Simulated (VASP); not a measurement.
# ZnSe (F-43m) in VASP: single point with PBE

Aim: the single point of ZnSe with PBE.

Everything below comes from runs of VASP 6.6.1. Logs are shortened: lines on timing, memory, paths and dates and some standing lists are left out, and cuts for length are marked.

## (1) The cell of the first run

The structure is cubic, space group F-43m (No. 216). The conventional cell has a = 5.753 Å, b = 5.753 Å, c = 5.753 Å, α = 90.00°, β = 90.00°, γ = 90.00°. Within 3.3 Å of Zn (site symmetry -43m) lie 4 Se at 2.49 Å. Se (site symmetry -43m) has 4 Zn at 2.49 Å within 3.3 Å.

## (2) Single point, PBE (Cd replaced by Zn, lengths x 0.950, strained)

Input file INCAR:

```
PREC     = Accurate       # precision mode
ENCUT    = 500            # plane-wave cutoff, eV
EDIFF    = 1E-6           # SCF threshold, eV
ISMEAR   = 0              # smearing method
SIGMA    = 0.1            # smearing width, eV
LREAL    = False          # projectors in reciprocal space
LASPH    = True           # aspherical terms in the spheres
NELM     = 120            # most SCF steps
ALGO     = Normal         # electronic algorithm
ISIF     = 2              # what is computed and relaxed
LWAVE    = False          # write WAVECAR
LCHARG   = True           # write CHGCAR
GGA      = PE             # functional
LELF     = True           # ELF
LVHAR    = True         
NBANDS   = 16             # bands
GGA_COMPAT= False
```

Input file KPOINTS:

```
regular mesh
0
Gamma
  6 6 6
```

Input file POSCAR:

```
ZnSe
1.0
    0.0000000000      2.8767397239      2.8767397239
    2.8767397239      0.0000000000      2.8767397239
    2.8767397239      2.8767397239      0.0000000000
Zn Se
1 1
Direct
    0.0000000000      0.0000000000      0.0000000000
    0.7500000000      0.7500000000      0.7500000000
```

Potentials or basis: VASP PAW PBE potentials, release 64 (Zn, Se).

Run with:

```console
> cat potpaw_PBE.64/Zn/POTCAR potpaw_PBE.64/Se/POTCAR > POTCAR
> mpirun -np 1 vasp_std > vasp.out
```

OUTCAR:

```text
PREC = Accurate
   ENCUT = 500
   EDIFF = 1E-6
   ISMEAR = 0
   LREAL = False
   LASPH = True
   NELM = 120
   ISIF = 2
   GGA = PE

 ion  position               nearest neighbor table
   1  0.000  0.000  0.000-   2 2.49   2 2.49   2 2.49   2 2.49
   2  0.750  0.750  0.750-   1 2.49   1 2.49   1 2.49   1 2.49

  LATTYP: Found a face centered cubic cell.
 ALAT       =     5.7534794478

  Lattice vectors:

 A1 = (   0.0000000000,   2.8767397239,   2.8767397239)
 A2 = (   2.8767397239,   0.0000000000,   2.8767397239)
 A3 = (   2.8767397239,   2.8767397239,   0.0000000000)

Analysis of symmetry for initial positions (statically):
=====================================================================
 Subroutine PRICEL returns:
 Original cell was already a primitive cell.

 Routine SETGRP: Setting up the symmetry group for a
 face centered cubic supercell.

 Subroutine GETGRP returns: Found 24 space group operations
 (whereof 24 operations were pure point group operations)
 out of a pool of 48 trial point group operations.

The static configuration has the point symmetry T_d .

Analysis of symmetry for dynamics (positions and initial velocities):
=====================================================================
 Subroutine PRICEL returns:
 Original cell was already a primitive cell.

 Routine SETGRP: Setting up the symmetry group for a
 face centered cubic supercell.

 Subroutine GETGRP returns: Found 24 space group operations
 (whereof 24 operations were pure point group operations)
 out of a pool of 48 trial point group operations.

The dynamic configuration has the point symmetry T_d .

 Subroutine INISYM returns: Found 24 space group operations
 (whereof 24 operations are pure point group operations),
 and found     1 'primitive' translations

----------------------------------------------------------------------------------------

                                     Primitive cell

  volume of cell :      47.6137

  direct lattice vectors                    reciprocal lattice vectors
     0.000000000  2.876739724  2.876739724    -0.173807869  0.173807869  0.173807869
     2.876739724  0.000000000  2.876739724     0.173807869 -0.173807869  0.173807869
     2.876739724  2.876739724  0.000000000     0.173807869  0.173807869 -0.173807869

  length of vectors
     4.068324333  4.068324333  4.068324333     0.301044059  0.301044059  0.301044059

  position of ions in fractional coordinates (direct lattice)
     0.000000000  0.000000000  0.000000000
     0.750000000  0.750000000  0.750000000

  ion indices of the primitive-cell ions
   primitive index   ion index
                 1           1
                 2           2

----------------------------------------------------------------------------------------

 KPOINTS: regular mesh

Automatic generation of k-mesh.
 Grid dimensions read from file:
 generate k-points for:    6    6    6

 Generating k-lattice:

  Cartesian coordinates                     Fractional coordinates (reciprocal lattice)
    -0.028967978  0.028967978  0.028967978     0.166666667  0.000000000  0.000000000
     0.028967978 -0.028967978  0.028967978     0.000000000  0.166666667  0.000000000
     0.028967978  0.028967978 -0.028967978     0.000000000  0.000000000  0.166666667

  Length of vectors
     0.050174010  0.050174010  0.050174010

  Shift w.r.t. Gamma in fractional coordinates (k-lattice)
     0.000000000  0.000000000  0.000000000

 Subroutine IBZKPT returns following result:
 ===========================================

 Found     16 irreducible k-points:

 Following reciprocal coordinates:
            Coordinates               Weight
  0.000000  0.000000  0.000000      1.000000
  0.166667  0.000000  0.000000      8.000000
  0.333333  0.000000  0.000000      8.000000
  0.500000  0.000000  0.000000      4.000000
  0.166667  0.166667  0.000000      6.000000
  0.333333  0.166667  0.000000     24.000000
[... 8 lines left out ...]
 -0.333333  0.333333  0.166667     24.000000
 -0.333333  0.500000  0.166667     12.000000
   k-points           NKPTS =     16   k-points in BZ     NKDIM =     16   number of bands    NBANDS=     16
   number of dos      NEDOS =    301   number of ions     NIONS =      2
   total plane-waves  NPLWV =  27000
   dimension x,y,z NGX =    30 NGY =   30 NGZ =   30
   dimension x,y,z NGXF=    60 NGYF=   60 NGZF=   60
   ions per type =               1   1
   NGX,Y,Z   is equivalent  to a cutoff of  12.26, 12.26, 12.26 a.u.
   NGXF,Y,Z  is equivalent  to a cutoff of  24.52, 24.52, 24.52 a.u.
 SYSTEM =  unknown system
   PREC   = accura    normal or accurate (medium, high low for compatibility)
   ISTART =      0    job   : 0-new  1-cont  2-samecut
   ICHARG =      2    charge: 1-file 2-atom 10-const
   ISPIN  =      1    spin polarized calculation?
   LNONCOLLINEAR =      F non collinear calculations
   LSORBIT =      F    spin-orbit coupling
   LASPH  =      T    aspherical Exc in radial PAW
   ENCUT  =  500.0 eV  36.75 Ry    6.06 a.u.   7.42  7.42  7.42*2*pi/ulx,y,z
   NELM   =    120;   NELMIN=  2; NELMDL= -5     # of ELM steps
   EDIFF  = 0.1E-05   stopping-criterion for ELM
   LREAL  =      F    real-space projection
   EDIFFG = 0.1E-04   stopping-criterion for IOM
   NSW    =      0    number of steps for IOM
   IBRION =     -1    ionic relax: 0-MD 1-quasi-New 2-CG
   NFREE  =      0    steps in history (QN), initial steepest desc. (CG)
   ISIF   =      2    stress and relaxation
   ISYM   =      2    0-nonsym 1-usesym 2-fastsym
   POTIM  = 0.5000    time-step for ionic-motion
   TEBEG  =    0.0;   TEEND  =   0.0 temperature during run
   PSTRESS=    0.0 pullay stress
   NELECT =      18.0000    total number of electrons
   NUPDOWN=      -1.0000    fix difference up-down
   EMIN   =  10.00;   EMAX   =-10.00  energy-range for DOS
   EFERMI =   0.00;   METHOD = LEGACY
   ISMEAR =     0;   SIGMA  =   0.10  broadening in eV -4-tet -1-fermi 0-gaus
   EFERMI_NEDOS =   21; number of points for ismear=-14 and -15
   IALGO  =     38    algorithm
   IMIX   =      4    mixing-type and parameters
     AMIX     =   0.40;   BMIX     =  1.00
     AMIX_MAG =   1.60;   BMIX_MAG =  1.00
  volume/ion in A,a.u.               =      23.81       160.66
  Fermi-wavevector in a.u.,A,eV,Ry     =   1.183737  2.236938 19.064925  1.401232
  Thomas-Fermi vector in A             =   2.319965
   LORBIT       =      0    0 simple, 1 ext, 2 COOP (PROOUT), +10 PAW based schemes
   GGA     = PE    functional components
   LHFCALC =     F    Hartree Fock is set to
   AEXX    =    0.0000 exact exchange contribution
   IVDW    =     0    specifies the selected vdW correction
   LEPSILON=     F    determine dielectric tensor
   LRPA    =     F    only Hartree local field effects (RPA)
 non-spin polarized calculation
 Gauss-broadening in eV      SIGMA  =   0.10
  energy-cutoff  :      500.00
  volume of cell :       47.61
 maximum number of plane-waves:      1243
 NGX is ok and might be reduce to    30
   NGX = 15   NGY = 15   NGZ = 15

 number of electron      18.0000012 magnetization

 Free energy of the ion-electron system (eV)
  ---------------------------------------------------
  ext. energy  EPLUGINS =         0.00000000
  ---------------------------------------------------
  free energy    TOTEN  =        -6.02707083 eV

  energy without entropy =       -6.02707083  energy(sigma->0) =       -6.02707083

 E-fermi :   1.6559     XC(G=0):  -9.1156

 val. band max:        1.2401570508   @ k =   0.0000   0.0000   0.0000
 cond. band min:       2.3499451629   @ k =   0.0000   0.0000   0.0000
 fundamental gap:      1.1097881122
 Fermi energy:         1.6558810221

 k-point     1 :       0.0000    0.0000    0.0000
  band No.  band energies     occupation
      1     -11.7394      2.00000
      2      -5.1555      2.00000
      3      -5.1555      2.00000
      4      -5.1555      2.00000
      5      -4.8257      2.00000
      6      -4.8257      2.00000
[... 8 lines left out ...]
     15      12.6037      0.00000
     16      12.6037      0.00000

 k-point     2 :       0.1667    0.0000    0.0000
  band No.  band energies     occupation
      1     -11.5800      2.00000
      2      -5.1352      2.00000
      3      -5.1316      2.00000
      4      -5.1316      2.00000
      5      -4.8271      2.00000
      6      -4.8271      2.00000
[... 8 lines left out ...]
     15      11.6495      0.00000
     16      12.1124      0.00000

 k-point     3 :       0.3333    0.0000    0.0000
  band No.  band energies     occupation
      1     -11.2251      2.00000
      2      -5.0913      2.00000
      3      -5.0913      2.00000
      4      -4.9826      2.00000
      5      -4.8198      2.00000
      6      -4.8198      2.00000
[... 8 lines left out ...]
     15      12.1977      0.00000
     16      12.1977      0.00000

 k-point     4 :       0.5000    0.0000    0.0000
  band No.  band energies     occupation
      1     -11.0248      2.00000
      2      -5.0765      2.00000
      3      -5.0765      2.00000
      4      -4.8094      2.00000
      5      -4.8094      2.00000
      6      -4.6826      2.00000
[... 8 lines left out ...]
     15      14.1583      0.00000
     16      14.1583      0.00000

 k-point     5 :       0.1667    0.1667    0.0000
  band No.  band energies     occupation
      1     -11.5267      2.00000
      2      -5.1593      2.00000
      3      -5.1083      2.00000
      4      -5.1083      2.00000
      5      -4.8415      2.00000
      6      -4.8150      2.00000
[... 8 lines left out ...]
     15      12.9867      0.00000
     16      13.0294      0.00000

 k-point     6 :       0.3333    0.1667    0.0000
  band No.  band energies     occupation
      1     -11.2339      2.00000
      2      -5.1143      2.00000
      3      -5.0607      2.00000
      4      -5.0343      2.00000
      5      -4.8347      2.00000
      6      -4.8060      2.00000
[... 8 lines left out ...]
     15      13.3165      0.00000
     16      13.6543      0.00000
[... 115 lines left out ...]
 k-point    13 :       0.5000    0.5000    0.0000
  band No.  band energies     occupation
      1     -10.7830      2.00000
      2      -5.1022      2.00000
      3      -4.9301      2.00000
      4      -4.9301      2.00000
      5      -4.7828      2.00000
      6      -4.6625      2.00000
[... 8 lines left out ...]
     15      15.0325      0.00000
     16      15.4625      0.00000

 k-point    14 :       0.5000    0.3333    0.1667
  band No.  band energies     occupation
      1     -10.9798      2.00000
      2      -5.0634      2.00000
      3      -5.0298      2.00000
      4      -4.9329      2.00000
      5      -4.8104      2.00000
      6      -4.7607      2.00000
[... 8 lines left out ...]
     15      13.8894      0.00000
     16      15.2617      0.00000

 k-point    15 :      -0.3333    0.3333    0.1667
  band No.  band energies     occupation
      1     -10.8433      2.00000
      2      -5.0486      2.00000
      3      -5.0046      2.00000
      4      -4.8561      2.00000
      5      -4.8293      2.00000
      6      -4.6067      2.00000
[... 8 lines left out ...]
     15      14.0751      0.00000
     16      14.9943      0.00000

 k-point    16 :      -0.3333    0.5000    0.1667
  band No.  band energies     occupation
      1     -10.7798      2.00000
      2      -5.0551      2.00000
      3      -4.9632      2.00000
      4      -4.8947      2.00000
      5      -4.8121      2.00000
      6      -4.5842      2.00000
[... 8 lines left out ...]
     15      14.7508      0.00000
     16      15.1781      0.00000

------------------------ aborting loop because EDIFF is reached ----------------------------------------

  FORCE on cell =-STRESS in cart. coord.  units (eV):
  Direction    XX          YY          ZZ          XY          YZ          ZX
  --------------------------------------------------------------------------------------
  -------------------------------------------------------------------------------------
  Total       -0.1123510     -0.1123510     -0.1123510      0.0000000      0.0000000     -0.0000000
  in kB       -3.7805563     -3.7805563     -3.7805563      0.0000000      0.0000000     -0.0000000
  external PRESSURE =      -3.7805563 kB  Pullay stress =       0.0000000 kB

 VOLUME and BASIS-vectors are now :
 -----------------------------------------------------------------------------
  energy-cutoff  :      500.00
  volume of cell :       47.61
      direct lattice vectors                 reciprocal lattice vectors
     0.000000000  2.876739724  2.876739724    -0.173807869  0.173807869  0.173807869
     2.876739724  0.000000000  2.876739724     0.173807869 -0.173807869  0.173807869
     2.876739724  2.876739724  0.000000000     0.173807869  0.173807869 -0.173807869

 POSITION                                       TOTAL-FORCE (eV/Angst)
 -----------------------------------------------------------------------------------
      0.00000      0.00000      0.00000         0.000000      0.000000      0.000000
      4.31511      4.31511      4.31511        -0.000000     -0.000000     -0.000000
 -----------------------------------------------------------------------------------
    total drift:                                0.000000      0.000000      0.000000

  FREE ENERGIE OF THE ION-ELECTRON SYSTEM (eV)
  ---------------------------------------------------
  free  energy   TOTEN  =        -6.0270708322 eV

  energy  without entropy=       -6.0270708322  energy(sigma->0) =       -6.02707083
```

Wall time 25 s (1 thread of Intel Xeon 8259CL, shared host); peak memory 0.17 GiB.

Results:

* Free energy: -6.0271 eV
* Pressure: -0.4 GPa
* Band gap on the k mesh: 1.11 eV, direct

Caveat: the cell differs from its parent crystal (Cd replaced by Zn, lengths x 0.950, strained).
